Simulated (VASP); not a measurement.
**Te: single point with PBE**

Crystal: Te.

```xyz
2
Lattice="3.4905 0.0000 0.0000 -1.7453 3.0229 0.0000 0.0000 0.0000 6.1228" Properties=species:S:1:pos:R:3 pbc="T T T"
Te    0.0000    0.0000    4.7314
Te    0.0000    0.0000    1.3914
```

```yaml
Program: VASP 6.6.1
Task: single point
Functional: PBE
Potentials_or_basis: VASP PAW PBE potentials, release 64 (Te)
Cutoff: 520 eV
k_mesh: 6 × 6 × 4
Occupations: gaussian, width 0.1 eV
Spin: no spin polarisation
Dipole_correction: no
Further_INCAR_settings: ALGO = Normal; EDIFF = 1e-07; NBANDS = 13
```

```json
{"Pressure": "0.0 GPa", "Largest force": "0.008 eV/Å", "Band gap on the k mesh": "zero (band 6 reaches 9.09 eV, above the bottom of band 7 at 3.89 eV)"}
```

Forces in eV/Å, atoms in the order of the input:
```
Te   0.000  0.000 -0.008
Te   0.000  0.000  0.008
```

Stress tensor (GPa, compression positive):
```
-0.04  0.00  0.00
 0.00 -0.04  0.00
 0.00  0.00  0.05
```

Levels at points of the mesh, in eV from the Fermi level:
```
           k point  band 4  band 5  band 6  band 7  band 8  band 9
(0.00, 0.00, 0.00)    1.24    1.24    2.80    3.17    3.17    6.11
(0.50, 0.00, 0.00)   -4.27   -3.30   -0.57    1.40    2.77    4.29
(0.00, 0.00, 0.50)   -1.55    1.63    1.63    2.55    2.55    6.73
(0.50, 0.00, 0.50)   -4.15   -1.66   -0.16    0.34    0.72    5.13
```

Wall time 7.6 s on 1 thread of Intel(R) Xeon(R) 6975P-C (Granite Rapids) (shared host), peak memory 0.18 GiB.

Caveat: spin-orbit coupling is left out, which moves the levels of the heavy elements.
